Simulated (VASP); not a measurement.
TaRu, 2 atoms in the cell. Symmetry: Pm-3m, No. 221, cubic system. The conventional cell has a = 3.229 Å, b = 3.229 Å, c = 3.229 Å, α = 90.00°, β = 90.00°, γ = 90.00°. Ta (site symmetry m-3m) has 8 Ru at 2.80 Å and 6 Ta at 3.23 Å within 3.7 Å. Within 3.7 Å of Ru (site symmetry m-3m) lie 8 Ta at 2.80 Å and 6 Ru at 3.23 Å. 

- Program: VASP 6.6.1
- Task: single point
- Functional: r2SCAN
- Dispersion: D3(BJ)
- Potentials or basis: VASP PAW PBE potentials, release 64 (Ta_pv, Ru_pv)
- Cutoff: 520 eV
- k mesh: 10 × 10 × 10
- Occupations: fermi-dirac, width 0.05 eV
- Spin: no spin polarisation
- Dipole correction: no
- Further INCAR settings: ALGO = Normal; EDIFF = 1e-07; NBANDS = 20

Potentials or basis: VASP PAW PBE potentials, release 64 (Ta_pv, Ru_pv).

Command:

```sh
$ cat potpaw_PBE.64/Ta_pv/POTCAR potpaw_PBE.64/Ru_pv/POTCAR > POTCAR
$ cp INCAR.step1 INCAR
$ mpirun -np 1 vasp_std > vasp.out
$ cp INCAR.step2 INCAR
$ mpirun -np 1 vasp_std > vasp.out
```

Hardware: 1 thread of Intel(R) Xeon(R) 6975P-C (Granite Rapids), with other jobs on the host.

Problem. How long does it take, and how much memory?

Solution. Run time: 33 s on 1 thread of Intel(R) Xeon(R) 6975P-C (Granite Rapids) (shared host), peak memory 0.18 GiB. Counts: k points 56.
